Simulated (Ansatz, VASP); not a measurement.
# InSe in VASP and in Ansatz

```
CELL_PARAMETERS angstrom
3.96000 0.00000 0.00000
-1.98000 3.42946 0.00000
0.00000 0.00000 36.72119
ATOMIC_POSITIONS crystal
Se 0.00000 0.00000 0.43143
Se 0.00000 0.00000 0.56854
In 0.66667 0.33333 0.46441
In 0.66667 0.33333 0.53556
```

Alike in both runs: task single point; functional PBE; dispersion D3(BJ); k mesh 9 × 9 × 1; occupations gaussian, width 0.02 eV; no spin polarisation.

|  | VASP | Ansatz |
| --- | --- | --- |
| version | VASP 6.6.1 | Ansatz 0.2.0 |
| potentials or method | VASP PAW PBE potentials, release 64 (Se, In_d), cutoff 520 eV | scalar-relativistic, plane waves, PAW |
| valence electrons in the cell | 38 | 58 |

Ansatz gave:

- gap on the k mesh at the Fermi level (eV): 1.72
- least direct gap on the mesh (eV): 1.80
- rms of the force components (eV/Å): 0.409

Problem. What did VASP give for the same quantities?

Solution. gap on the k mesh at the Fermi level (eV): 1.71; least direct gap on the mesh (eV): 1.79; rms of the force components (eV/Å): 0.413.

VASP's potentials hold 38 valence electrons a cell and Ansatz's 58, so a difference there can come from the potentials and not from the codes.
